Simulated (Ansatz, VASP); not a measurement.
**WSe2: VASP beside Ansatz**

POSCAR

```
WSe2
1.0
    3.2820020000      0.0000000000      0.0000000000
   -1.6410010000      2.8422971100      0.0000000000
    0.0000000000      0.0000000000     12.9600000000
W Se
2 4
Direct
    0.3333333300      0.6666666700      0.2500000000
    0.6666666700      0.3333333300      0.7500000000
    0.3333333300      0.6666666700      0.6211000000
    0.6666666700      0.3333333300      0.1211000000
    0.3333333300      0.6666666700      0.8789000000
    0.6666666700      0.3333333300      0.3789000000
```

Contents of INCAR.step1:

```
ALGO     = Normal         # electronic algorithm
EDIFF    = 1E-4           # SCF threshold, eV
ENCUT    = 520            # plane-wave cutoff, eV
GGA      = PE             # functional
ISMEAR   = -1             # smearing method
LASPH    = T              # aspherical terms in the spheres
LCHARG   = F              # write CHGCAR
LREAL    = F              # projectors in reciprocal space
LWAVE    = T              # write WAVECAR
NBANDS   = 35             # bands
NELM     = 80             # most SCF steps
PREC     = Accurate       # precision mode
SIGMA    = 0.03           # smearing width, eV
```

The input INCAR.step2:

```
ALGO     = Normal         # electronic algorithm
EDIFF    = 1E-6           # SCF threshold, eV
ENCUT    = 520            # plane-wave cutoff, eV
ISIF     = 2              # what is computed and relaxed
ISMEAR   = -1             # smearing method
ISTART   = 1            
LASPH    = T              # aspherical terms in the spheres
LCHARG   = F              # write CHGCAR
LMIXTAU  = T            
LREAL    = F              # projectors in reciprocal space
LWAVE    = F              # write WAVECAR
METAGGA  = R2SCAN         # meta-GGA
NBANDS   = 35             # bands
NELM     = 80             # most SCF steps
PREC     = Accurate       # precision mode
SIGMA    = 0.03           # smearing width, eV
```

File KPOINTS:

```
k-points
0
Gamma
  7 7 2
```

Input for Ansatz:

```yaml
crystal:
  lattice:
    - [3.282002, 0.0, 0.0]
    - [-1.641001, 2.84229711, 0.0]
    - [0.0, 0.0, 12.96]
  atoms:
    - { symbol: W, position: [0.33333333, 0.66666667, 0.25] }
    - { symbol: W, position: [0.66666667, 0.33333333, 0.75] }
    - { symbol: Se, position: [0.33333333, 0.66666667, 0.6211] }
    - { symbol: Se, position: [0.66666667, 0.33333333, 0.1211] }
    - { symbol: Se, position: [0.33333333, 0.66666667, 0.8789] }
    - { symbol: Se, position: [0.66666667, 0.33333333, 0.3789] }
hamiltonian:
  xc: r2scan
  pseudopotentials: { kind: paw }
basis:
  ecutwfc: 500
kpoints:
  mp_grid: { grid: [7, 7, 2] }
scf:
  occupations: { method: fermi_dirac, width: 0.03 }
  lower_state_search: "off"
output:
  forces: true
  stress: true
```

Alike in both runs: task single point; functional r2SCAN; k mesh 7 × 7 × 2; occupations fermi-dirac, width 0.03 eV; no spin polarisation.

|  | VASP | Ansatz |
| --- | --- | --- |
| version | VASP 6.6.1 | Ansatz 0.2.0 |
| potentials or method | VASP PAW PBE potentials, release 64 (W_sv, Se), cutoff 520 eV | PAW, plane waves, scalar-relativistic |
| valence electrons in the cell | 52 | 92 |

Ansatz gave:

* pressure (GPa): 2.6
* traceless stress, the component that is largest in VASP (GPa): -0.59
* rms of the force components (eV/Å): 0.029

Question: Which values does VASP return?

Answer: Pressure (GPa): 3.0; traceless stress, the component that is largest in VASP (GPa): -0.55; rms of the force components (eV/Å): 0.007.

VASP's potentials were made for PBE, not for r2SCAN. Atom by atom the forces differ by 0.022 eV/Å (rms over components). VASP's potentials hold 52 valence electrons a cell and Ansatz's 92, so a difference there can come from the potentials and not from the codes.

Spin-orbit coupling is off throughout.
